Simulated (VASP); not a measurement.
# MnS (Fm-3m) in VASP: further runs

Runs on MnS. Level: PBE. Tasks: single point, relaxation of cell and atoms.

All numbers are computed with VASP 6.6.1; they aren't measurements. Logs are shortened: lines on timing, memory, paths and dates and some standing lists are left out, and cuts for length are marked.

## Step 1: The cell of the first run

It takes space group Fm-3m (No. 225, cubic). The conventional cell has a = 5.097 Å, b = 5.097 Å, c = 5.097 Å, α = 90.00°, β = 90.00°, γ = 90.00°. Within 3.4 Å of Mn (site symmetry m-3m) lie 6 S at 2.55 Å. S (site symmetry m-3m) has 6 Mn at 2.55 Å within 3.4 Å.

## Step 2: Single point, PBE, collinear spin, ferromagnetic start

INCAR reads:

```
SYSTEM = MnS
PREC     = Accurate       ! precision mode
ENCUT    = 520            ! plane-wave cutoff, eV
EDIFF    = 1E-6           ! SCF threshold, eV
ISMEAR   = 0              ! smearing method
SIGMA    = 0.2            ! smearing width, eV
LREAL    = .False.        ! projectors in reciprocal space
LASPH    = .True.         ! aspherical terms in the spheres
NELM     = 150            ! most SCF steps
ALGO     = Normal         ! electronic algorithm
ISIF     = 2              ! what is computed and relaxed
LWAVE    = .False.        ! write WAVECAR
LCHARG   = .False.        ! write CHGCAR
ISPIN    = 2              ! spin polarisation
MAGMOM   = 4.42 0.14      ! initial moments
LORBIT   = 11             ! projections on sites
LMAXMIX  = 4              ! l up to which the mixer works
GGA      = PE             ! functional
NBANDS   = 20             ! bands
```

KPOINTS reads:

```
Automatic mesh
0
Gamma
  14 14 14
  0 0 0
```

POSCAR reads:

```
MnS
1.0
    0.0000000000      2.5485568587      2.5485568587
    2.5485568587      0.0000000000      2.5485568587
    2.5485568587      2.5485568587      0.0000000000
Mn S
1 1
Direct
    0.0000000000      0.0000000000      0.0000000000
    0.5000000000      0.5000000000      0.5000000000
```

Potentials or basis: VASP PAW PBE potentials, release 64 (Mn_pv, S).

The run is started by

```
$ cat potpaw_PBE.64/Mn_pv/POTCAR potpaw_PBE.64/S/POTCAR > POTCAR
$ mpirun -np 1 vasp_std > vasp.out
```

OUTCAR:

```text
SYSTEM = MnS
   PREC = Accurate
   ENCUT = 520
   EDIFF = 1E-6
   ISMEAR = 0
   LREAL = .False.
   LASPH = .True.
   NELM = 150
   ISIF = 2
   ISPIN = 2
   LORBIT = 11
   GGA = PE

 ion  position               nearest neighbor table
   1  0.000  0.000  0.000-   2 2.55   2 2.55   2 2.55   2 2.55   2 2.55   2 2.55
   2  0.500  0.500  0.500-   1 2.55   1 2.55   1 2.55   1 2.55   1 2.55   1 2.55

  LATTYP: Found a face centered cubic cell.
 ALAT       =     5.0971137174

  Lattice vectors:

 A1 = (   0.0000000000,   2.5485568587,   2.5485568587)
 A2 = (   2.5485568587,   0.0000000000,   2.5485568587)
 A3 = (   2.5485568587,   2.5485568587,   0.0000000000)

Analysis of symmetry for initial positions (statically):
=====================================================================
 Subroutine PRICEL returns:
 Original cell was already a primitive cell.

 Routine SETGRP: Setting up the symmetry group for a
 face centered cubic supercell.

 Subroutine GETGRP returns: Found 48 space group operations
 (whereof 48 operations were pure point group operations)
 out of a pool of 48 trial point group operations.

The static configuration has the point symmetry O_h .

Analysis of symmetry for dynamics (positions and initial velocities):
=====================================================================
 Subroutine PRICEL returns:
 Original cell was already a primitive cell.

 Routine SETGRP: Setting up the symmetry group for a
 face centered cubic supercell.

 Subroutine GETGRP returns: Found 48 space group operations
 (whereof 48 operations were pure point group operations)
 out of a pool of 48 trial point group operations.

The dynamic configuration has the point symmetry O_h .

Analysis of structural, dynamic, and magnetic symmetry:
=====================================================================
 Subroutine PRICEL returns:
 Original cell was already a primitive cell.

 Routine SETGRP: Setting up the symmetry group for a
 face centered cubic supercell.

 Subroutine GETGRP returns: Found 48 space group operations
 (whereof 48 operations were pure point group operations)
 out of a pool of 48 trial point group operations.

The overall configuration has the point symmetry O_h .

 Subroutine INISYM returns: Found 48 space group operations
 (whereof 48 operations are pure point group operations),
 and found     1 'primitive' translations

----------------------------------------------------------------------------------------

                                     Primitive cell

  volume of cell :      33.1065

  direct lattice vectors                    reciprocal lattice vectors
     0.000000000  2.548556859  2.548556859    -0.196189462  0.196189462  0.196189462
     2.548556859  0.000000000  2.548556859     0.196189462 -0.196189462  0.196189462
     2.548556859  2.548556859  0.000000000     0.196189462  0.196189462 -0.196189462

  length of vectors
     3.604203674  3.604203674  3.604203674     0.339810117  0.339810117  0.339810117

  position of ions in fractional coordinates (direct lattice)
     0.000000000  0.000000000  0.000000000
     0.500000000  0.500000000  0.500000000

  ion indices of the primitive-cell ions
   primitive index   ion index
                 1           1
                 2           2

----------------------------------------------------------------------------------------

 KPOINTS: Automatic mesh

Automatic generation of k-mesh.
 Grid dimensions read from file:
 generate k-points for:   14   14   14

 Generating k-lattice:

  Cartesian coordinates                     Fractional coordinates (reciprocal lattice)
    -0.014013533  0.014013533  0.014013533     0.071428571  0.000000000  0.000000000
     0.014013533 -0.014013533  0.014013533     0.000000000  0.071428571  0.000000000
     0.014013533  0.014013533 -0.014013533     0.000000000  0.000000000  0.071428571

  Length of vectors
     0.024272151  0.024272151  0.024272151

  Shift w.r.t. Gamma in fractional coordinates (k-lattice)
     0.000000000  0.000000000  0.000000000

 Subroutine IBZKPT returns following result:
 ===========================================

 Found    104 irreducible k-points:

 Following reciprocal coordinates:
            Coordinates               Weight
  0.000000  0.000000  0.000000      1.000000
  0.071429  0.000000  0.000000      8.000000
  0.142857  0.000000  0.000000      8.000000
  0.214286  0.000000  0.000000      8.000000
  0.285714  0.000000  0.000000      8.000000
  0.357143  0.000000  0.000000      8.000000
[... 16 lines left out ...]
  0.214286  0.142857  0.000000     24.000000
  0.285714  0.142857  0.000000     24.000000
 [... further k-points ...]
   k-points           NKPTS =    104   k-points in BZ     NKDIM =    104   number of bands    NBANDS=     20
   number of dos      NEDOS =    301   number of ions     NIONS =      2
   total plane-waves  NPLWV =  21952
   dimension x,y,z NGX =    28 NGY =   28 NGZ =   28
   dimension x,y,z NGXF=    56 NGYF=   56 NGZF=   56
   ions per type =               1   1
   NGX,Y,Z   is equivalent  to a cutoff of  12.92, 12.92, 12.92 a.u.
   NGXF,Y,Z  is equivalent  to a cutoff of  25.83, 25.83, 25.83 a.u.
 SYSTEM =  MnS
   PREC   = accura    normal or accurate (medium, high low for compatibility)
   ISTART =      0    job   : 0-new  1-cont  2-samecut
   ICHARG =      2    charge: 1-file 2-atom 10-const
   ISPIN  =      2    spin polarized calculation?
   LNONCOLLINEAR =      F non collinear calculations
   LSORBIT =      F    spin-orbit coupling
   LASPH  =      T    aspherical Exc in radial PAW
   ENCUT  =  520.0 eV  38.22 Ry    6.18 a.u.   6.70  6.70  6.70*2*pi/ulx,y,z
   NELM   =    150;   NELMIN=  2; NELMDL= -5     # of ELM steps
   EDIFF  = 0.1E-05   stopping-criterion for ELM
   LREAL  =      F    real-space projection
   EDIFFG = 0.1E-04   stopping-criterion for IOM
   NSW    =      0    number of steps for IOM
   IBRION =     -1    ionic relax: 0-MD 1-quasi-New 2-CG
   NFREE  =      0    steps in history (QN), initial steepest desc. (CG)
   ISIF   =      2    stress and relaxation
   ISYM   =      2    0-nonsym 1-usesym 2-fastsym
   POTIM  = 0.5000    time-step for ionic-motion
   TEBEG  =    0.0;   TEEND  =   0.0 temperature during run
   PSTRESS=    0.0 pullay stress
   NELECT =      19.0000    total number of electrons
   NUPDOWN=      -1.0000    fix difference up-down
   EMIN   =  10.00;   EMAX   =-10.00  energy-range for DOS
   EFERMI =   0.00;   METHOD = LEGACY
   ISMEAR =     0;   SIGMA  =   0.20  broadening in eV -4-tet -1-fermi 0-gaus
   EFERMI_NEDOS =   21; number of points for ismear=-14 and -15
   IALGO  =     38    algorithm
   IMIX   =      4    mixing-type and parameters
     AMIX     =   0.40;   BMIX     =  1.00
     AMIX_MAG =   1.60;   BMIX_MAG =  1.00
  volume/ion in A,a.u.               =      16.55       111.71
  Fermi-wavevector in a.u.,A,eV,Ry     =   1.360468  2.570912 25.182663  1.850874
  Thomas-Fermi vector in A             =   2.487128
   LORBIT       =     11    0 simple, 1 ext, 2 COOP (PROOUT), +10 PAW based schemes
   GGA     = PE    functional components
   LHFCALC =     F    Hartree Fock is set to
   AEXX    =    0.0000 exact exchange contribution
   IVDW    =     0    specifies the selected vdW correction
   LEPSILON=     F    determine dielectric tensor
   LRPA    =     F    only Hartree local field effects (RPA)
 spin polarized calculation
 Gauss-broadening in eV      SIGMA  =   0.20
  energy-cutoff  :      520.00
  volume of cell :       33.11
 maximum number of plane-waves:       911
   NGX = 13   NGY = 13   NGZ = 13

 number of electron      19.0000010 magnetization       4.4927784

 Free energy of the ion-electron system (eV)
  ---------------------------------------------------
  ext. energy  EPLUGINS =         0.00000000
  ---------------------------------------------------
  free energy    TOTEN  =       -14.09614714 eV

  energy without entropy =      -14.07693530  energy(sigma->0) =      -14.08654122

 E-fermi :   7.4140     XC(G=0): -10.9743

 val. band max:        7.4046429005   @ k =   0.3571   0.2143   0.0714
 cond. band min:       7.4154570312   @ k =  -0.4286   0.3571   0.0714
 fundamental gap:      0.0108141307
 Fermi energy:         7.4139541231

 spin component 1

 k-point     1 :       0.0000    0.0000    0.0000
  band No.  band energies     occupation
      1     -43.2039      1.00000
      2     -43.2039      1.00000
      3     -43.2039      1.00000
      4      -7.6653      1.00000
      5       4.0041      1.00000
      6       4.0041      1.00000
[... 12 lines left out ...]
     19      19.4703      0.00000
     20      20.1945      0.00000

 k-point     2 :       0.0714    0.0000    0.0000
  band No.  band energies     occupation
      1     -43.2045      1.00000
      2     -43.2040      1.00000
      3     -43.2040      1.00000
      4      -7.6081      1.00000
      5       3.8603      1.00000
      6       3.8793      1.00000
[... 12 lines left out ...]
     19      18.6518      0.00000
     20      20.2920      0.00000
[... 465 lines left out ...]
      3     -43.2050      1.00000
      4      -7.1879      1.00000
      5       2.3146      1.00000
      6       3.4618      1.00000
[... 12 lines left out ...]
     19      21.0055      0.00000
     20      22.3823      0.00000

 k-point    24 :       0.2857    0.1429    0.0000
  band No.  band energies     occupation
      1     -43.2094      1.00000
      2     -43.2055      1.00000
      3     -43.2054      1.00000
      4      -6.9243      1.00000
      5       1.7820      1.00000
      6       2.9773      1.00000
[... 12 lines left out ...]
     19      20.9352      0.00000
     20      23.8917      0.00000

 [... further k-points ...]

 spin component 2

 k-point     1 :       0.0000    0.0000    0.0000
  band No.  band energies     occupation
      1     -38.8538      1.00000
      2     -38.8538      1.00000
      3     -38.8538      1.00000
      4      -7.3883      1.00000
      5       5.6135      1.00000
      6       5.6135      1.00000
[... 12 lines left out ...]
     19      20.5144      0.00000
     20      21.8395      0.00000

 k-point     2 :       0.0714    0.0000    0.0000
  band No.  band energies     occupation
      1     -38.8546      1.00000
      2     -38.8539      1.00000
      3     -38.8539      1.00000
      4      -7.3332      1.00000
      5       5.1737      1.00000
      6       5.4178      1.00000
[... 12 lines left out ...]
     19      19.7153      0.00000
     20      21.8837      0.00000
[... 465 lines left out ...]
      3     -38.8553      1.00000
      4      -6.9283      1.00000
      5       3.3172      1.00000
      6       4.6832      1.00000
[... 12 lines left out ...]
     19      21.5770      0.00000
     20      23.5484      0.00000

 k-point    24 :       0.2857    0.1429    0.0000
  band No.  band energies     occupation
      1     -38.8612      1.00000
      2     -38.8560      1.00000
      3     -38.8557      1.00000
      4      -6.6756      1.00000
      5       2.6086      1.00000
      6       4.2044      1.00000
[... 12 lines left out ...]
     19      21.9255      0.00000
     20      24.5054      0.00000

 [... further k-points ...]
[... 5 lines left out ...]
  --------------------------------------------------------------------------------------
  -------------------------------------------------------------------------------------
  Total        0.0055904      0.0055904      0.0055904     -0.0000000      0.0000000      0.0000000
  in kB        0.2705464      0.2705464      0.2705464     -0.0000000      0.0000000      0.0000000
  external PRESSURE =       0.2705464 kB  Pullay stress =       0.0000000 kB

 VOLUME and BASIS-vectors are now :
 -----------------------------------------------------------------------------
  energy-cutoff  :      520.00
  volume of cell :       33.11
      direct lattice vectors                 reciprocal lattice vectors
     0.000000000  2.548556859  2.548556859    -0.196189462  0.196189462  0.196189462
     2.548556859  0.000000000  2.548556859     0.196189462 -0.196189462  0.196189462
     2.548556859  2.548556859  0.000000000     0.196189462  0.196189462 -0.196189462

 POSITION                                       TOTAL-FORCE (eV/Angst)
 -----------------------------------------------------------------------------------
      0.00000      0.00000      0.00000        -0.000000     -0.000000     -0.000000
      2.54856      2.54856      2.54856         0.000000      0.000000      0.000000
 -----------------------------------------------------------------------------------
    total drift:                               -0.000000      0.000000      0.000000

  FREE ENERGIE OF THE ION-ELECTRON SYSTEM (eV)
  ---------------------------------------------------
  free  energy   TOTEN  =       -14.0961471382 eV

  energy  without entropy=      -14.0769352997  energy(sigma->0) =      -14.08654122

 total charge

# of ion       s       p       d       tot
------------------------------------------
    1        0.226   6.182   4.964  11.372
    2        1.328   2.409   0.000   3.738
--------------------------------------------------
tot          1.554   8.592   4.964  15.110

 magnetization (x)

# of ion       s       p       d       tot
------------------------------------------
    1        0.052   0.041   4.005   4.099
    2        0.027   0.058   0.000   0.085
--------------------------------------------------
tot          0.079   0.099   4.005   4.184
```

Wall time 58 s (1 thread of Intel Xeon 6975P-C (Granite Rapids), shared host); peak memory 0.24 GiB.

What came out:

| Item | Value |
| --- | --- |
| Free energy | -14.0961 eV |
| Pressure | 0.0 GPa |
| Net moment | 4.49 μB per cell |
| Site moments | Mn +4.10; S +0.09 μB |
| Valence electrons inside the program's atomic spheres | Mn 11.37; S 3.74 |

Levels at points of the mesh, in eV from the Fermi level:
Spin up:
```csv
k point,band 8,band 9,band 10,band 11,band 12,band 13,band 14,band 15,band 16,band 17
"(0.00, 0.00, 0.00)",-3.31,-3.31,-2.00,-2.00,-2.00,2.19,8.71,8.71,8.71,10.68
"(0.50, 0.00, 0.00)",-2.80,-2.80,-2.39,0.61,0.61,2.84,5.41,5.41,9.26,12.63
"(0.50, 0.50, 0.00)",-3.73,-3.02,-2.64,-2.64,-2.09,0.98,5.54,10.69,12.59,12.59
```
Spin down:
| k point | band 4 | band 5 | band 6 | band 7 | band 8 | band 9 | band 10 | band 11 |
| --- | --- | --- | --- | --- | --- | --- | --- | --- |
| (0.00, 0.00, 0.00) | -14.80 | -1.80 | -1.80 | -1.80 | 0.08 | 0.08 | 0.08 | 0.16 |
| (0.50, 0.00, 0.00) | -13.36 | -6.86 | -3.68 | -3.68 | 1.17 | 1.17 | 1.39 | 3.30 |
| (0.50, 0.50, 0.00) | -13.20 | -6.00 | -3.44 | -3.44 | -1.15 | 0.64 | 1.44 | 1.44 |

Caveat: a cell with one magnetic atom can't hold antiferromagnetic order, which such compounds often take; semilocal functionals often make such compounds metallic where correlation or magnetic order opens a gap, which also shifts bond lengths. With open d or f shells a metallic result of PBE can be an artefact of self-interaction; +U or a hybrid may open a gap.

## Step 3: Relaxation of cell and atoms, PBE, collinear spin, ferromagnetic start

INCAR reads:

```
PREC = Accurate
ENCUT = 600
EDIFF = 1E-6
ISMEAR = 0
SIGMA = 0.2
LREAL = False
LASPH = True
NELM = 150
ALGO = Normal
ISIF = 3
LWAVE = False
LCHARG = False
ISPIN = 2
MAGMOM = 4.42 0.14
LORBIT = 11
LMAXMIX = 4
GGA = PE
IBRION = 2
NSW = 80
EDIFFG = -0.001
```

KPOINTS reads:

```
regular mesh
0
Gamma
  14 14 14
```

POSCAR reads:

```
MnS
1.0
    0.0000000000      2.5476020649      2.5476020649
    2.5476020649      0.0000000000      2.5476020649
    2.5476020649      2.5476020649      0.0000000000
Mn S
1 1
Direct
    0.0000000000      0.0000000000      0.0000000000
    0.5000000000      0.5000000000      0.5000000000
```

Potentials or basis: VASP PAW PBE potentials, release 64 (Mn_pv, S).

The run is started by

```
$ cat potpaw_PBE.64/Mn_pv/POTCAR potpaw_PBE.64/S/POTCAR > POTCAR
$ mpirun -np 1 vasp_std > vasp.out
```

It took 2.3 min on 1 thread of Intel Xeon 6975P-C (Granite Rapids), shared host; peak memory 0.25 GiB.

Results (log left out):

```
Free energy                                           : -14.0962 eV
Relaxed volume                                        : 16.57 Å³/atom
Relaxed cell                                          : a = 3.606 Å, b = 3.606 Å, c = 3.606 Å, α = 60.00°, β = 60.00°, γ = 60.00°
Space group after relaxing (to 0.1 Å)                 : Fm-3m (No. 225)
Energy gained by relaxing                             : 0.0 meV/atom
Ionic steps                                           : 4
Pressure after relaxing                               : 0.0 GPa
Net moment                                            : 4.50 μB per cell
Site moments                                          : Mn +4.10; S +0.09 μB
Valence electrons inside the program's atomic spheres : Mn 11.37; S 3.74
```

Final structure:
```yaml
crystal:
  lattice:
    - [0.00000, 2.54954, 2.54954]
    - [2.54954, 0.00000, 2.54954]
    - [2.54954, 2.54954, 0.00000]
  atoms:
    - { symbol: Mn, position: [0.00000, 0.00000, 0.00000] }
    - { symbol: S, position: [0.50000, 0.50000, 0.50000] }
```

Levels at points of the mesh, in eV from the Fermi level:
Spin up:
| k point | band 10 | band 11 | band 12 | band 13 | band 14 | band 15 |
| --- | --- | --- | --- | --- | --- | --- |
| (0.00, 0.00, 0.00) | -2.00 | -2.00 | -2.00 | 2.18 | 8.71 | 8.71 |
| (0.50, 0.00, 0.00) | -2.40 | 0.61 | 0.61 | 2.84 | 5.41 | 5.41 |
| (0.50, 0.50, 0.00) | -2.65 | -2.65 | -2.09 | 0.98 | 5.54 | 10.68 |
Spin down:
| k point | band 3 | band 4 | band 5 | band 6 | band 7 | band 8 | band 9 | band 10 | band 11 | band 12 |
| --- | --- | --- | --- | --- | --- | --- | --- | --- | --- | --- |
| (0.00, 0.00, 0.00) | -46.27 | -14.79 | -1.80 | -1.80 | -1.80 | 0.08 | 0.08 | 0.08 | 0.16 | 0.16 |
| (0.50, 0.00, 0.00) | -46.27 | -13.36 | -6.85 | -3.68 | -3.68 | 1.17 | 1.17 | 1.39 | 3.30 | 3.30 |
| (0.50, 0.50, 0.00) | -46.27 | -13.19 | -6.00 | -3.44 | -3.44 | -1.15 | 0.64 | 1.44 | 1.44 | 1.59 |

Caveat: a cell with one magnetic atom can't hold antiferromagnetic order, which such compounds often take; semilocal functionals often make such compounds metallic where correlation or magnetic order opens a gap, which also shifts bond lengths.
